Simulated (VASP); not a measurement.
Write the native input for VASP 6.6.1 that does the following.

```
Task                   : single point
Functional             : PBE
Potentials or basis    : VASP PAW PBE potentials, release 64 (Zn, S)
Cutoff                 : 520 eV
k mesh                 : 8 × 8 × 8
Occupations            : gaussian, width 0.05 eV
Spin                   : no spin polarisation
Dipole correction      : no
Further INCAR settings : ALGO = Normal; EDIFF = 1e-06; NBANDS = 16
```

The structure of ZnS lies in POSCAR:

```
ZnS
1.0
    0.0000000000      2.7623874444      2.8032109041
    2.7623874444      0.0000000000      2.8032109041
    2.7623874444      2.7623874444      0.0000000000
Zn S
1 1
Direct
    0.0000000000      0.0000000000      0.0000000000
    0.7500000000      0.7500000000      0.7500000000
```

This cell differs from its parent crystal: strain +0.015 along x and y, +0.030 along z.

These files were run (other wordings do the same):

INCAR

```
  ALGO = Normal
  EDIFF = 1E-6
  ENCUT = 520
  GGA = PE
  ISIF = 2
  ISMEAR = 0
  LASPH = True
  LCHARG = False
  LREAL = False
  LWAVE = False
  NBANDS = 16
  NELM = 100
  PREC = Accurate
  SIGMA = 0.05
```

KPOINTS

```
k-points
0
Gamma
  8 8 8
```

Potentials or basis: VASP PAW PBE potentials, release 64 (Zn, S).

Run with:

```sh
$ cat potpaw_PBE.64/Zn/POTCAR potpaw_PBE.64/S/POTCAR > POTCAR
$ mpirun -np 1 vasp_std > vasp.out
```

It gave:

```json
{"Pressure": "-3.5 GPa", "Band gap on the k mesh": "1.75 eV"}
```

Caveat: the cell differs from its parent crystal (strain +0.015 along x and y, +0.030 along z); the cell stands under tension.

It took 61 s on 1 thread of Intel Xeon 8259CL (shared host), peak memory 0.19 GiB.
